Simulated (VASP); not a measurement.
# AgCl (Pm-3m) in VASP: a series of runs, part 3 of 3

VASP 6.6.1. The steps go on from the part before.

## (4) Single point, r2SCAN

POSCAR

```
AgCl
1.0
    3.3955880419      0.0000000000      0.0000000000
    0.0000000000      3.3955880419      0.0000000000
    0.0000000000      0.0000000000      3.3955880419
Ag Cl
1 1
Direct
    0.0000000000      0.0000000000      0.0000000000
    0.5000000000      0.5000000000      0.5000000000
```

INCAR.step1

```
PREC = Accurate
ENCUT = 520
ISMEAR = 0
SIGMA = 0.01
LREAL = F
LASPH = T
NELM = 60
NBANDS = 16
GGA = PE
ALGO = Normal
EDIFF = 1E-4
LWAVE = T
LCHARG = F
```

INCAR.step2

```
PREC = Accurate
ENCUT = 520
EDIFF = 1E-7
ISMEAR = 0
SIGMA = 0.01
LREAL = F
LASPH = T
NELM = 60
ALGO = Normal
ISIF = 2
LWAVE = F
LCHARG = F
METAGGA = R2SCAN
LMIXTAU = T
NBANDS = 16
ISTART = 1
```

KPOINTS

```
regular mesh
0
Gamma
  6 6 6
```

Potentials or basis: VASP PAW PBE potentials, release 64 (Ag, Cl).

Launch:

```console
$ cat potpaw_PBE.64/Ag/POTCAR potpaw_PBE.64/Cl/POTCAR > POTCAR
$ cp INCAR.step1 INCAR
$ mpirun -np 1 vasp_std > vasp.out
$ cp INCAR.step2 INCAR
$ mpirun -np 1 vasp_std > vasp.out
```

OUTCAR:

```text
PREC = Accurate
   ENCUT = 520
   EDIFF = 1E-7
   ISMEAR = 0
   LREAL = F
   LASPH = T
   NELM = 60
   ISIF = 2
   METAGGA = R2SCAN
   ISTART = 1

 ion  position               nearest neighbor table
   1  0.000  0.000  0.000-   2 2.94   2 2.94   2 2.94   2 2.94   2 2.94   2 2.94   2 2.94   2 2.94

   2  0.500  0.500  0.500-   1 2.94   1 2.94   1 2.94   1 2.94   1 2.94   1 2.94   1 2.94   1 2.94

  LATTYP: Found a simple cubic cell.
 ALAT       =     3.3955880419

  Lattice vectors:

 A1 = (   3.3955880419,   0.0000000000,   0.0000000000)
 A2 = (   0.0000000000,   3.3955880419,   0.0000000000)
 A3 = (   0.0000000000,   0.0000000000,   3.3955880419)

Analysis of symmetry for initial positions (statically):
=====================================================================
 Subroutine PRICEL returns:
 Original cell was already a primitive cell.

 Routine SETGRP: Setting up the symmetry group for a
 simple cubic supercell.

 Subroutine GETGRP returns: Found 48 space group operations
 (whereof 48 operations were pure point group operations)
 out of a pool of 48 trial point group operations.

The static configuration has the point symmetry O_h .

Analysis of symmetry for dynamics (positions and initial velocities):
=====================================================================
 Subroutine PRICEL returns:
 Original cell was already a primitive cell.

 Routine SETGRP: Setting up the symmetry group for a
 simple cubic supercell.

 Subroutine GETGRP returns: Found 48 space group operations
 (whereof 48 operations were pure point group operations)
 out of a pool of 48 trial point group operations.

The dynamic configuration has the point symmetry O_h .

 Subroutine INISYM returns: Found 48 space group operations
 (whereof 48 operations are pure point group operations),
 and found     1 'primitive' translations

[... 104 lines left out ...]
   ISMEAR =     0;   SIGMA  =   0.01  broadening in eV -4-tet -1-fermi 0-gaus
   EFERMI_NEDOS =   21; number of points for ismear=-14 and -15
   IALGO  =     38    algorithm
   IMIX   =      4    mixing-type and parameters
     AMIX     =   0.40;   BMIX     =  1.00
     AMIX_MAG =   1.60;   BMIX_MAG =  1.00
  volume/ion in A,a.u.               =      19.58       132.10
  Fermi-wavevector in a.u.,A,eV,Ry     =   1.263525  2.387717 21.721655  1.596497
  Thomas-Fermi vector in A             =   2.396878
   LORBIT       =      0    0 simple, 1 ext, 2 COOP (PROOUT), +10 PAW based schemes
   METAGGA = R2SCAN    functional components
   LHFCALC =     F    Hartree Fock is set to
   AEXX    =    0.0000 exact exchange contribution
   IVDW    =     0    specifies the selected vdW correction
   LEPSILON=     F    determine dielectric tensor
   LRPA    =     F    only Hartree local field effects (RPA)
 non-spin polarized calculation
 Gauss-broadening in eV      SIGMA  =   0.01
  energy-cutoff  :      520.00
  volume of cell :       39.15
 maximum number of plane-waves:      1068
 NGX is ok and might be reduce to    28
   NGX = 13   NGY = 13   NGZ = 13

 number of electron      18.0000002 magnetization

 Free energy of the ion-electron system (eV)
  ---------------------------------------------------
  ext. energy  EPLUGINS =         0.00000000
  ---------------------------------------------------
  free energy    TOTEN  =       -28.39891160 eV

  energy without entropy =      -28.39891160  energy(sigma->0) =      -28.39891160

 E-fermi :   4.1622     XC(G=0): -11.0630

 val. band max:        4.0112889841   @ k =   0.5000   0.0000   0.0000
 cond. band min:       5.1969679936   @ k =   0.0000   0.0000   0.0000
 fundamental gap:      1.1856790095
 Fermi energy:         4.1622494323

 k-point     1 :       0.0000    0.0000    0.0000
  band No.  band energies     occupation
      1     -11.3838      2.00000
      2       1.1793      2.00000
      3       1.1793      2.00000
      4       2.1696      2.00000
      5       2.1696      2.00000
      6       2.1696      2.00000
[... 357 lines left out ...]
      3      -0.6065      2.00000
      4      -0.6065      2.00000
      5       2.5023      2.00000
      6       2.5023      2.00000
[... 8 lines left out ...]
     15      22.9499      0.00000
     16      22.9499      0.00000

------------------------ aborting loop because EDIFF is reached ----------------------------------------

  FORCE on cell =-STRESS in cart. coord.  units (eV):
  Direction    XX          YY          ZZ          XY          YZ          ZX
  --------------------------------------------------------------------------------------
  -------------------------------------------------------------------------------------
  Total       -0.0279401     -0.0279401     -0.0279401      0.0000000      0.0000000      0.0000000
  in kB       -1.1433892     -1.1433892     -1.1433892      0.0000000      0.0000000      0.0000000
  external PRESSURE =      -1.1433892 kB  Pullay stress =       0.0000000 kB

 VOLUME and BASIS-vectors are now :
 -----------------------------------------------------------------------------
  energy-cutoff  :      520.00
  volume of cell :       39.15
      direct lattice vectors                 reciprocal lattice vectors
     3.395588042  0.000000000  0.000000000     0.294499800  0.000000000  0.000000000
     0.000000000  3.395588042  0.000000000     0.000000000  0.294499800  0.000000000
     0.000000000  0.000000000  3.395588042     0.000000000  0.000000000  0.294499800

 POSITION                                       TOTAL-FORCE (eV/Angst)
 -----------------------------------------------------------------------------------
      0.00000      0.00000      0.00000         0.000000      0.000000      0.000000
      1.69779      1.69779      1.69779         0.000000      0.000000      0.000000
 -----------------------------------------------------------------------------------
    total drift:                               -0.000000      0.000000      0.000000

  FREE ENERGIE OF THE ION-ELECTRON SYSTEM (eV)
  ---------------------------------------------------
  free  energy   TOTEN  =       -28.3989116026 eV

  energy  without entropy=      -28.3989116026  energy(sigma->0) =      -28.39891160
```

OSZICAR.step1:

```text
N       E                     dE             d eps       ncg     rms          rms(c)
DAV:   1     0.102496597180E+03    0.10250E+03   -0.87352E+03   656   0.103E+03
DAV:   2    -0.177009713209E+01   -0.10427E+03   -0.95902E+02   808   0.224E+02
DAV:   3    -0.538559188989E+01   -0.36155E+01   -0.36071E+01   760   0.440E+01
DAV:   4    -0.540898611038E+01   -0.23394E-01   -0.23393E-01   824   0.381E+00
DAV:   5    -0.540925795074E+01   -0.27184E-03   -0.27184E-03   808   0.399E-01    0.590E+00
DAV:   6    -0.512726965168E+01    0.28199E+00   -0.35595E-01   744   0.853E+00    0.394E+00
DAV:   7    -0.511808070643E+01    0.91889E-02   -0.13539E-01   672   0.245E+00    0.215E+00
DAV:   8    -0.511482552626E+01    0.32552E-02   -0.70528E-03   752   0.849E-01    0.400E-01
DAV:   9    -0.511455773869E+01    0.26779E-03   -0.66164E-04   832   0.382E-01    0.525E-02
DAV:  10    -0.511458501632E+01   -0.27278E-04   -0.11009E-04   408   0.112E-01
   1 F= -.51145850E+01 E0= -.51145850E+01  d E =-.109093E-60
```

It took 23 s on 1 thread of Intel Xeon 6975P-C (Granite Rapids), shared host; peak memory 0.17 GiB.

What came out:

| Item | Value |
| --- | --- |
| Free energy | -28.3989 eV |
| Pressure | -0.1 GPa |
| Band gap on the k mesh | 1.19 eV, indirect (least direct gap 2.86 eV) |

Caveat: the PAW data sets were made with another functional, which shifts forces and pressure a little. A k mesh can miss the band edges.

## (5) Single point, r2SCAN

POSCAR is that of step 4.

INCAR.step1

```
SYSTEM = AgCl
ALGO = Normal
EDIFF = 1E-4
ENCUT = 520
GGA = PE
ISMEAR = 0
LASPH = .True.
LCHARG = .False.
LREAL = .False.
LWAVE = .True.
NBANDS = 16
NELM = 60
PREC = Accurate
SIGMA = 0.01
```

INCAR.step2

```
SYSTEM = AgCl
ALGO = Normal
EDIFF = 1E-6
ENCUT = 520
ISIF = 2
ISMEAR = 0
ISTART = 1
LASPH = .True.
LCHARG = .False.
LMIXTAU = .True.
LREAL = .False.
LWAVE = .False.
METAGGA = R2SCAN
NBANDS = 16
NELM = 60
PREC = Accurate
SIGMA = 0.01
```

KPOINTS

```
k-points
0
Gamma
  6 6 6
  0 0 0
```

Launch:

```console
$ cat potpaw_PBE.64/Ag/POTCAR potpaw_PBE.64/Cl/POTCAR > POTCAR
$ cp INCAR.step1 INCAR
$ mpirun -np 1 vasp_std > vasp.out
$ cp INCAR.step2 INCAR
$ mpirun -np 1 vasp_std > vasp.out
```

It took 22 s on 1 thread of Intel Xeon 6975P-C (Granite Rapids), shared host; peak memory 0.16 GiB.

The run converged. Its results:

```yaml
Free_energy: -28.3989 eV
Pressure: -0.1 GPa
Band_gap_on_the_k_mesh: 1.19 eV, indirect (least direct gap 2.86 eV)
```

Levels at points of the mesh, in eV from the valence-band top:
```tsv
k point	band 5	band 6	band 7	band 8	band 9	band 10	band 11	band 12	band 13	band 14
(0.00, 0.00, 0.00)	-1.84	-1.84	-1.67	-1.67	-1.67	1.19	9.97	9.97	14.90	14.90
(0.50, 0.00, 0.00)	-2.68	-1.79	-1.47	0.00	0.00	5.64	6.27	9.92	10.70	10.70
(0.50, 0.50, 0.00)	-2.14	-2.14	-2.13	-1.53	-1.01	3.27	9.85	9.85	11.33	14.44
(0.50, 0.50, 0.50)	-1.51	-1.51	-0.17	-0.17	-0.17	5.27	5.27	5.27	7.61	18.94
```

Caveat: the PAW data sets were made with another functional, which shifts forces and pressure a little. A k mesh can miss the band edges.
